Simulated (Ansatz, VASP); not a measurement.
# One calculation of Zr8N, two programs

```
CELL_PARAMETERS angstrom
6.36642 0.00000 0.00000
-3.18321 5.51349 0.00000
0.00000 0.00000 26.33879
ATOMIC_POSITIONS crystal
Zr 0.33333 0.16667 0.15187
Zr 0.33333 0.66667 0.15187
Zr 0.83333 0.16667 0.15187
Zr 0.83333 0.66667 0.15187
Zr 0.16667 0.33333 0.24897
Zr 0.16667 0.83333 0.24897
Zr 0.66667 0.33333 0.24897
Zr 0.66667 0.83333 0.24897
Zr 0.33333 0.16667 0.34871
Zr 0.33333 0.66667 0.34871
Zr 0.83333 0.16667 0.34871
Zr 0.83333 0.66667 0.34871
Zr 0.16667 0.33333 0.44189
Zr 0.16667 0.83333 0.44189
Zr 0.66667 0.33333 0.44189
Zr 0.66667 0.83333 0.44189
N 0.16667 0.58333 0.55579
N 0.16667 0.58333 0.59755
```

Alike in both runs: task single point; functional PBE; dispersion D3(BJ); k mesh 6 × 6 × 1; occupations gaussian, width 0.1 eV; no spin polarisation.

|  | VASP | Ansatz |
| --- | --- | --- |
| version | VASP 6.6.1 | Ansatz 0.2.0 |
| potentials or method | VASP PAW PBE potentials, release 64 (Zr_sv, N), cutoff 520 eV | scalar-relativistic, plane waves, PAW |
| valence electrons in the cell | 202 | 202 |

|  | VASP | Ansatz | Ansatz less VASP |
| --- | --- | --- | --- |
| gap on the k mesh at the Fermi level (eV) | none | none | - |
| rms of the force components (eV/Å) | 0.536 | 0.233 | -0.3031 |
| work function, face that differs most (eV) | 4.01 | 4.01 | -0.004 |

Atom by atom the forces differ by 0.344 eV/Å (rms over components). A gap of «none» marks a metal or a gap that the smearing closes. One of these differences is far larger than is usual between the two programs; its cause wasn't traced.

Noted on VASP's run: the standard files for N, O and F lose accuracy on very short bonds.
